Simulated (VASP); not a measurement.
# Li2ZnAs4 (Fd-3m) in VASP: single point with PBEsol

Aim: the single point of Li2ZnAs4 with PBEsol.

Everything below comes from runs of VASP 6.6.1. Logs are shortened: lines on timing, memory, paths and dates and some standing lists are left out, and cuts for length are marked.

### 1 The cell of the first run

The structure is cubic, space group Fd-3m (No. 227). The conventional cell has a = 9.928 Å, b = 9.928 Å, c = 9.928 Å, α = 90.00°, β = 90.00°, γ = 90.00°. Within 2.9 Å of As (site symmetry 3m) lie 1 Zn at 2.20 Å and 3 Li at 2.45 Å. Within 3.2 Å of Li (site symmetry -3m) lie 6 As at 2.45 Å. Zn (site symmetry -43m) has 4 As at 2.20 Å within 2.9 Å.

### 2 Single point, PBEsol

Contents of INCAR:

```
SYSTEM = Li2ZnAs4
  PREC = Accurate
  ENCUT = 520
  EDIFF = 1E-6
  ISMEAR = -1
  SIGMA = 0.1
  LREAL = .FALSE.
  LASPH = .TRUE.
  NELM = 60
  ALGO = Normal
  ISIF = 2
  LWAVE = .FALSE.
  LCHARG = .FALSE.
  GGA = PS
  NBANDS = 51
```

Contents of KPOINTS:

```
regular mesh
0
G
  6 6 6
  0 0 0
```

Contents of POSCAR:

```
Li2ZnAs4
1.0
    0.0000000000      4.9640660000      4.9640660000
    4.9640660000      0.0000000000      4.9640660000
    4.9640660000      4.9640660000      0.0000000000
As Li Zn
8 4 2
Direct
    0.2528600000      0.2528600000      0.2528600000
    0.2585800000      0.7471400000      0.7471400000
    0.2528600000      0.2528600000      0.7414200000
    0.7471400000      0.2585800000      0.7471400000
    0.7414200000      0.2528600000      0.2528600000
    0.7471400000      0.7471400000      0.7471400000
    0.2528600000      0.7414200000      0.2528600000
    0.7471400000      0.7471400000      0.2585800000
    0.5000000000      0.5000000000      0.5000000000
    0.0000000000      0.5000000000      0.5000000000
    0.5000000000      0.5000000000      0.0000000000
    0.5000000000      0.0000000000      0.5000000000
    0.1250000000      0.1250000000      0.1250000000
    0.8750000000      0.8750000000      0.8750000000
```

Potentials or basis: VASP PAW PBE potentials, release 64 (As, Li_sv, Zn).

Started as:

```console
$ cat potpaw_PBE.64/As/POTCAR potpaw_PBE.64/Li_sv/POTCAR potpaw_PBE.64/Zn/POTCAR > POTCAR
$ mpirun -np 1 vasp_std > vasp.out
```

OUTCAR:

```text
SYSTEM = Li2ZnAs4
   PREC = Accurate
   ENCUT = 520
   EDIFF = 1E-6
   ISMEAR = -1
   LREAL = .FALSE.
   LASPH = .TRUE.
   NELM = 60
   ISIF = 2
   GGA = PS

 ion  position               nearest neighbor table
   1  0.253  0.253  0.253-  13 2.20  11 2.45  12 2.45  10 2.45
   2  0.259  0.747  0.747-  14 2.20  12 2.45  11 2.45   9 2.45
   3  0.253  0.253  0.741-  13 2.20  12 2.45  10 2.45   9 2.45
   4  0.747  0.259  0.747-  14 2.20  11 2.45  10 2.45   9 2.45
   5  0.741  0.253  0.253-  13 2.20  12 2.45  11 2.45   9 2.45
   6  0.747  0.747  0.747-  14 2.20  11 2.45  12 2.45  10 2.45
   7  0.253  0.741  0.253-  13 2.20  11 2.45  10 2.45   9 2.45
   8  0.747  0.747  0.259-  14 2.20  12 2.45  10 2.45   9 2.45
   9  0.500  0.500  0.500-   2 2.45   3 2.45   4 2.45   5 2.45   7 2.45   8 2.45
  10  0.000  0.500  0.500-   3 2.45   4 2.45   7 2.45   8 2.45   1 2.45   6 2.45
  11  0.500  0.500  0.000-   2 2.45   4 2.45   5 2.45   7 2.45   6 2.45   1 2.45
  12  0.500  0.000  0.500-   2 2.45   3 2.45   5 2.45   8 2.45   6 2.45   1 2.45
  13  0.125  0.125  0.125-   1 2.20   3 2.20   5 2.20   7 2.20
  14  0.875  0.875  0.875-   6 2.20   4 2.20   2 2.20   8 2.20

  LATTYP: Found a face centered cubic cell.
 ALAT       =     9.9281320000

  Lattice vectors:

 A1 = (   0.0000000000,   4.9640660000,   4.9640660000)
 A2 = (   4.9640660000,   0.0000000000,   4.9640660000)
 A3 = (   4.9640660000,   4.9640660000,   0.0000000000)

Analysis of symmetry for initial positions (statically):
=====================================================================
 Subroutine PRICEL returns:
 Original cell was already a primitive cell.

 Routine SETGRP: Setting up the symmetry group for a
 face centered cubic supercell.

 Subroutine GETGRP returns: Found 48 space group operations
 (whereof 12 operations were pure point group operations)
 out of a pool of 48 trial point group operations.

The static configuration has the point symmetry D_3d.
 The point group associated with its full space group is O_h .

Analysis of symmetry for dynamics (positions and initial velocities):
=====================================================================
 Subroutine PRICEL returns:
 Original cell was already a primitive cell.

 Routine SETGRP: Setting up the symmetry group for a
 face centered cubic supercell.

 Subroutine GETGRP returns: Found 48 space group operations
 (whereof 12 operations were pure point group operations)
 out of a pool of 48 trial point group operations.

The dynamic configuration has the point symmetry D_3d.
 The point group associated with its full space group is O_h .

[... 130 lines left out ...]
   IALGO  =     38    algorithm
   IMIX   =      4    mixing-type and parameters
     AMIX     =   0.40;   BMIX     =  1.00
     AMIX_MAG =   1.60;   BMIX_MAG =  1.00
  volume/ion in A,a.u.               =      17.47       117.93
  Fermi-wavevector in a.u.,A,eV,Ry     =   1.108745  2.095225 16.725863  1.229316
  Thomas-Fermi vector in A             =   2.245276
   LORBIT       =      0    0 simple, 1 ext, 2 COOP (PROOUT), +10 PAW based schemes
   GGA     = PS    functional components
   LHFCALC =     F    Hartree Fock is set to
   AEXX    =    0.0000 exact exchange contribution
   IVDW    =     0    specifies the selected vdW correction
   LEPSILON=     F    determine dielectric tensor
   LRPA    =     F    only Hartree local field effects (RPA)
 non-spin polarized calculation
  energy-cutoff  :      520.00
  volume of cell :      244.65
 maximum number of plane-waves:      6615
 NGX is ok and might be reduce to    54
   NGX = 27   NGY = 27   NGZ = 27

 number of electron      76.0000026 magnetization

 Free energy of the ion-electron system (eV)
  ---------------------------------------------------
  ext. energy  EPLUGINS =         0.00000000
  ---------------------------------------------------
  free energy    TOTEN  =       -46.39296713 eV

  energy without entropy =      -46.11939344  energy(sigma->0) =      -46.25618028

 E-fermi :   3.7334     XC(G=0): -10.0856

 val. band max:        3.7317515847   @ k =   0.3333   0.1667   0.0000
 cond. band min:       3.7426784199   @ k =  -0.3333   0.1667   0.0000
 fundamental gap:      0.0109268352
 Fermi energy:         3.7334208209

 k-point     1 :       0.0000    0.0000    0.0000
  band No.  band energies     occupation
      1     -40.7045      2.00000
      2     -40.6997      2.00000
      3     -40.6997      2.00000
      4     -40.6996      2.00000
      5      -8.9283      2.00000
      6      -7.2028      2.00000
[... 837 lines left out ...]
     49      10.5366      0.00000
     50      10.5368      0.00000
 [bands above 50 left out]

------------------------ aborting loop because EDIFF is reached ----------------------------------------

  FORCE on cell =-STRESS in cart. coord.  units (eV):
  Direction    XX          YY          ZZ          XY          YZ          ZX
  --------------------------------------------------------------------------------------
  -------------------------------------------------------------------------------------
  Total       13.7535712     13.7535712     13.7535712     -0.0000000      0.0000000      0.0000000
  in kB       90.0706764     90.0706764     90.0706764     -0.0000000      0.0000000      0.0000000
  external PRESSURE =      90.0706764 kB  Pullay stress =       0.0000000 kB

 VOLUME and BASIS-vectors are now :
 -----------------------------------------------------------------------------
  energy-cutoff  :      520.00
  volume of cell :      244.65
      direct lattice vectors                 reciprocal lattice vectors
     0.000000000  4.964066000  4.964066000    -0.100723882  0.100723882  0.100723882
     4.964066000  0.000000000  4.964066000     0.100723882 -0.100723882  0.100723882
     4.964066000  4.964066000  0.000000000     0.100723882  0.100723882 -0.100723882

 POSITION                                       TOTAL-FORCE (eV/Angst)
 -----------------------------------------------------------------------------------
      2.51043      2.51043      2.51043         0.850609      0.850609      0.850609
      7.41770      4.99246      4.99246        -0.850609      0.850609      0.850609
      4.93567      4.93567      2.51043        -0.850609     -0.850609      0.850609
      4.99246      7.41770      4.99246         0.850609     -0.850609      0.850609
      2.51043      4.93567      4.93567         0.850609     -0.850609     -0.850609
      7.41770      7.41770      7.41770        -0.850609     -0.850609     -0.850609
      4.93567      2.51043      4.93567        -0.850609      0.850609     -0.850609
      4.99246      4.99246      7.41770         0.850609      0.850609     -0.850609
      4.96407      4.96407      4.96407        -0.000000     -0.000000     -0.000000
      4.96407      2.48203      2.48203        -0.000000     -0.000000     -0.000000
      2.48203      2.48203      4.96407        -0.000000     -0.000000     -0.000000
      2.48203      4.96407      2.48203        -0.000000     -0.000000     -0.000000
      1.24102      1.24102      1.24102        -0.000000     -0.000000     -0.000000
      8.68712      8.68712      8.68712        -0.000000     -0.000000     -0.000000
 -----------------------------------------------------------------------------------
    total drift:                                0.000000      0.000000     -0.000000

  FREE ENERGIE OF THE ION-ELECTRON SYSTEM (eV)
  ---------------------------------------------------
  free  energy   TOTEN  =       -46.3929671311 eV

  energy  without entropy=      -46.1193934363  energy(sigma->0) =      -46.25618028
```

OSZICAR:

```text
N       E                     dE             d eps       ncg     rms          rms(c)
DAV:   1     0.546099689990E+03    0.54610E+03   -0.31247E+04  1632   0.152E+03
DAV:   2     0.282476674245E+02   -0.51785E+03   -0.49463E+03  1680   0.368E+02
DAV:   3    -0.410199910654E+02   -0.69268E+02   -0.65979E+02  2179   0.121E+02
DAV:   4    -0.484766165578E+02   -0.74566E+01   -0.73483E+01  2832   0.322E+01
DAV:   5    -0.488976579067E+02   -0.42104E+00   -0.42072E+00  2328   0.587E+00    0.107E+01
DAV:   6    -0.467753704150E+02    0.21223E+01   -0.13537E+01  2114   0.679E+01    0.996E+00
DAV:   7    -0.464431792863E+02    0.33219E+00   -0.28936E+00  2112   0.235E+01    0.417E+00
DAV:   8    -0.463978016132E+02    0.45378E-01   -0.45791E-01  2112   0.358E+00    0.982E-01
DAV:   9    -0.463933140856E+02    0.44875E-02   -0.60964E-02  2400   0.290E+00    0.396E-01
DAV:  10    -0.463929054689E+02    0.40862E-03   -0.76084E-03  1928   0.445E-01    0.883E-02
DAV:  11    -0.463929626169E+02   -0.57148E-04   -0.92417E-04  2056   0.124E-01    0.408E-02
DAV:  12    -0.463929663382E+02   -0.37213E-05   -0.57321E-05  2536   0.560E-02    0.164E-02
DAV:  13    -0.463929676210E+02   -0.12828E-05   -0.13653E-05  2224   0.298E-02    0.396E-03
DAV:  14    -0.463929671311E+02    0.48994E-06   -0.36778E-06  1488   0.189E-02
   1 F= -.46392967E+02 E0= -.46256180E+02  d E =-.273574E+00
```

Run time: 5.8 min. Hardware: 1 thread of AMD EPYC 7R43 (Zen 3), shared host; peak memory 0.43 GiB.

What came out:

| Quantity | Value |
| --- | --- |
| Free energy | -46.3930 eV |
| Largest force | 1.473 eV/Å |
| Band gap on the k mesh | zero (band 38 reaches 4.77 eV, above the bottom of band 39 at 3.62 eV) |

Forces in eV/Å, atoms in the order of the input:
```
As   0.851  0.851  0.851
As  -0.851  0.851  0.851
As  -0.851 -0.851  0.851
As   0.851 -0.851  0.851
As   0.851 -0.851 -0.851
As  -0.851 -0.851 -0.851
As  -0.851  0.851 -0.851
As   0.851  0.851 -0.851
Li   0.000  0.000  0.000
Li   0.000  0.000  0.000
Li   0.000  0.000  0.000
Li   0.000  0.000  0.000
Zn   0.000  0.000  0.000
Zn   0.000  0.000  0.000
```

Levels at points of the mesh, in eV from the Fermi level:
```csv
k point,band 35,band 36,band 37,band 38,band 39,band 40,band 41,band 42
"(0.00, 0.00, 0.00)",-0.47,1.04,1.04,1.04,1.73,1.73,1.73,1.74
"(0.50, 0.00, 0.00)",-1.11,-1.11,-0.39,-0.39,0.10,0.24,0.24,0.75
"(0.50, 0.50, 0.00)",-1.66,-1.66,-0.83,-0.83,0.43,0.43,0.45,0.45
```

Caveat: the cutoff is under 1.25 times the usual one of these potentials, so pressure, stress and relaxed cells hold a basis-set (Pulay) error; the PAW data sets were made with another functional, which shifts forces and pressure a little.
